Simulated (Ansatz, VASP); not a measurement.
This is a calculation of MoS2 for VASP 6.6.1.

INCAR

```
PREC = Accurate
ENCUT = 520
EDIFF = 1E-7
ISMEAR = -1
SIGMA = 0.05
LREAL = False
LASPH = True
NELM = 80
ALGO = Normal
ISIF = 2
LWAVE = False
LCHARG = True
GGA = PE
LELF = True
LVHAR = True
NBANDS = 35
```

KPOINTS

```
regular mesh
0
Gamma
  10 10 2
```

File POSCAR:

```
MoS2
1.0
    3.1631680506      0.0000000000      0.0000000000
   -1.5815840253      2.7393838882      0.0000000000
    0.0000000000      0.0000000000     21.5250905073
Mo S
2 4
Direct
    0.3333333333      0.6666666667      0.8511602300
    0.6666666667      0.3333333333      0.1488397700
    0.6666666667      0.3333333333      0.7796253900
    0.3333333333      0.6666666667      0.0772510000
    0.6666666667      0.3333333333      0.9227490000
    0.3333333333      0.6666666667      0.2203746100
```

Potentials or basis: VASP PAW PBE potentials, release 64 (Mo_sv, S).

Command:

```sh
$ cat potpaw_PBE.64/Mo_sv/POTCAR potpaw_PBE.64/S/POTCAR > POTCAR
$ mpirun -np 1 vasp_std > vasp.out
```

**Question.** Translate it to Ansatz 0.2.0. Potentials there: Ansatz PAW earlier set.

**Answer.** As run (the cutoff follows the program's own potentials):

Contents of input.yaml:

```yaml
crystal:
  lattice:
    - [3.1631680506, 0.0, 0.0]
    - [-1.5815840253, 2.7393838882, 0.0]
    - [0.0, 0.0, 21.5250905073]
  atoms:
    - { symbol: Mo, position: [0.3333333333, 0.6666666667, 0.85116023] }
    - { symbol: Mo, position: [0.6666666667, 0.3333333333, 0.14883977] }
    - { symbol: S, position: [0.6666666667, 0.3333333333, 0.77962539] }
    - { symbol: S, position: [0.3333333333, 0.6666666667, 0.077251] }
    - { symbol: S, position: [0.6666666667, 0.3333333333, 0.922749] }
    - { symbol: S, position: [0.3333333333, 0.6666666667, 0.22037461] }
hamiltonian:
  xc: pbe
  pseudopotentials: { kind: paw, level: accurate }
kpoints:
  mp_grid: { grid: [10, 10, 2] }
scf:
  occupations: { method: fermi_dirac, width: 0.05 }
output:
  forces: true
  stress: true
  eigenvalues: true
```

Potentials or basis: Ansatz PAW earlier set.

The run is started by

```bash
$ ansatz run input.yaml --threads 2 --pin off --max-ram 5120MiB --backend cpu --events-out ev --progress --plain --runs-dir out
```

Both were run:

|  | VASP | Ansatz | Ansatz less VASP |
| --- | --- | --- | --- |
| gap on the k mesh at the Fermi level (eV) | 1.43 | 1.42 | -0.012 |
| least direct gap on the mesh (eV) | 1.95 | 1.94 | -0.003 |
| rms of the force components (eV/Å) | 0.252 | 0.260 | +0.0076 |

Atom by atom the forces differ by 0.008 eV/Å (rms over components). With one functional, cell and mesh, what is left measures potentials, basis and numerics.
